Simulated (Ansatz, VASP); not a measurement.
Ba: VASP beside Ansatz

File INCAR:

```
ALGO = Fast ; EDIFF = 1E-7
ENCUT = 520 ; GGA = PS
GGA_COMPAT = False ; ISIF = 2
ISMEAR = 0 ; IVDW = 12
LASPH = True ; LCHARG = True
LORBIT = 11 ; LORBMOM = True
LREAL = False ; LSORBIT = True
LVHAR = True ; LWAVE = False
MAGMOM = 0 0 0 ; NBANDS = 21
NELM = 150 ; PREC = Accurate
SIGMA = 0.01
```

KPOINTS

```
k-points
0
Gamma
  7 7 7
```

POSCAR

```
Ba
1.0
    3.5877336535      0.0000000000      0.0000000000
    0.0000000000      3.5877336535      0.0000000000
    0.0000000000      0.0000000000      3.5877336535
Ba
1
Direct
    0.0000000000      0.0000000000      0.0000000000
```

The input input.yaml:

```yaml
crystal:
  lattice:
    - [3.5877336535, 0.0, 0.0]
    - [0.0, 3.5877336535, 0.0]
    - [0.0, 0.0, 3.5877336535]
  atoms:
    - { symbol: Ba, position: [0.0, 0.0, 0.0] }
kpoints:
  mp_grid: { grid: [7, 7, 7] }
scf:
  occupations: { method: gaussian, width: 0.01 }
hamiltonian:
  xc: pbesol
  dispersion: d3bj
  pseudopotentials: { kind: all_electron, lapw: { basis_error: 0.001 } }
magnetization:
  noncollinear: true
  spin_orbit: true
output:
  forces: true
  stress: true
  eigenvalues: true
```

Change from the starting cell: volume scaled by 0.96.

Alike in both runs: task single point; functional PBEsol; dispersion D3(BJ); k mesh 7 × 7 × 7; occupations gaussian, width 0.01 eV; non-collinear spin, spin-orbit coupling.

|  | VASP | Ansatz |
| --- | --- | --- |
| version | VASP 6.6.1 | Ansatz 0.2.0 |
| potentials or method | VASP PAW PBE potentials, release 64 (Ba_sv), cutoff 520 eV | all-electron LAPW, relativistic spinors |

```csv
,VASP,Ansatz,Ansatz less VASP
pressure (GPa),0.7,0.3,-0.45
net moment per atom (μB),0.00,0.00,0.000
```

VASP's potentials were made for PBE, not for PBEsol. Ansatz ran all-electron here, and VASP with PAW potentials.
